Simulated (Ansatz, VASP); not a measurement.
Two plane-wave programs on Sb

```
Sb
1.0
     3.30023    0.00000    0.00000
    -1.65011    2.85808    0.00000
     0.00000    0.00000    5.22119
Sb
2
Direct
  0.33333 0.66667 0.25000
  0.66667 0.33333 0.75000
```

Change from the starting cell: volume scaled by 0.94, PAW files.

Alike in both runs: task electric field gradients; functional LDA; k mesh 12 × 12 × 7; occupations fermi-dirac, width 0.03 eV; no spin polarisation.

|  | VASP | Ansatz |
| --- | --- | --- |
| version | VASP 6.6.1 | Ansatz 0.2.0 |
| potentials or method | VASP PAW LDA potentials, release 64 (Sb) | PAW with Ansatz's default frozen-core files, scalar-relativistic |
| plane-wave cutoff (eV) | 520 | 420 |
| valence electrons in the cell | 10 | 30 |

Ansatz gave:

| Property | Result |
| --- | --- |
| pressure (GPa) | 3.3 |
| traceless stress, the component that is largest in VASP (GPa) | -1.10 |
| size of Vzz on the site where it differs most (V/Å²) | 22.2 |

Task: Which values does VASP return?

Result: Pressure (GPa): 3.5; traceless stress, the component that is largest in VASP (GPa): -1.08; size of Vzz on the site where it differs most (V/Å²): 19.7.

LDA's correlation is that of Perdew and Zunger in VASP and of Perdew and Wang (1992) in Ansatz. VASP's potentials hold 10 valence electrons a cell and Ansatz's 30, so a difference there can come from the potentials and not from the codes.

Spin-orbit coupling is off throughout.
